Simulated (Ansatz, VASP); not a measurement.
**AgCl in VASP and in Ansatz**

```
Ag Cl
1.0
     0.00000    2.84334    2.80602
     2.84334    0.00000    2.80602
     2.84334    2.84334    0.00000
Ag Cl
1 1
Direct
  0.49252 0.50748 0.50748
  0.02277 0.97723 0.97723
```

Change from the starting cell: mode 4 frozen in at -0.128 Å, equal normal strain along x and y +0.0133.

Alike in both runs: task single point; functional PBE; k mesh 8 × 8 × 8; occupations gaussian, width 0.05 eV; no spin polarisation.

|  | VASP | Ansatz |
| --- | --- | --- |
| version | VASP 6.6.1 | Ansatz 0.2.0 |
| potentials or method | VASP PAW PBE potentials, release 64 (Ag, Cl), cutoff 520 eV | scalar-relativistic, plane waves, PAW |
| valence electrons in the cell | 18 | 26 |

|  | VASP | Ansatz | Ansatz less VASP |
| --- | --- | --- | --- |
| gap on the k mesh at the Fermi level (eV) | 0.94 | 0.94 | +0.003 |
| least direct gap on the mesh (eV) | 2.48 | 2.48 | +0.002 |
| pressure (GPa) | -0.8 | -0.7 | +0.12 |
| traceless stress, the component that is largest in VASP (GPa) | 0.59 | 0.59 | +0.002 |
| rms of the force components (eV/Å) | 0.070 | 0.072 | +0.0015 |

Atom by atom the forces differ by 0.002 eV/Å (rms over components). VASP's potentials hold 18 valence electrons a cell and Ansatz's 26, so a difference there can come from the potentials and not from the codes.
